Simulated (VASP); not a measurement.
# Hg3Pt: single point with PBE

The system is Hg3Pt.

```
Hg Pt
1.0
    -2.10218    2.10218    4.63253
     2.10218   -2.10218    4.63253
     2.10218    2.10218   -4.63253
Hg Pt
3 1
Direct
  0.75000 0.25000 0.50000
  0.25000 0.75000 0.50000
  0.50000 0.50000 0.00000
  0.00000 0.00000 0.00000
```

```yaml
Program: VASP 6.6.1
Task: single point
Functional: PBE
Potentials_or_basis: VASP PAW PBE potentials, release 64 (Hg, Pt)
Cutoff: 520 eV
k_mesh: 7 × 7 × 7
Occupations: fermi-dirac, width 0.1 eV
Spin: no spin polarisation
Dipole_correction: no
Further_INCAR_settings: ALGO = Normal; EDIFF = 1e-07; NBANDS = 31
```

```json
{"Pressure": "-0.2 GPa", "Band gap on the k mesh": "zero (bands 23 and 24 overlap by 2.35 eV)"}
```

Stress tensor (GPa, compression positive):
```
 0.24  0.00  0.00
 0.00  0.24  0.00
 0.00  0.00 -1.09
```

Levels at points of the mesh, in eV from the Fermi level:
| k point | band 20 | band 21 | band 22 | band 23 | band 24 | band 25 | band 26 | band 27 |
| --- | --- | --- | --- | --- | --- | --- | --- | --- |
| (0.00, 0.00, 0.00) | -2.27 | -1.42 | -0.89 | 1.32 | 1.66 | 3.58 | 3.79 | 3.79 |

It took 3.8 min on 1 thread of Intel Xeon 8259CL, on a shared host, peak memory 0.3 GiB.

Caveat: spin-orbit coupling is left out, which moves the levels of the heavy elements.
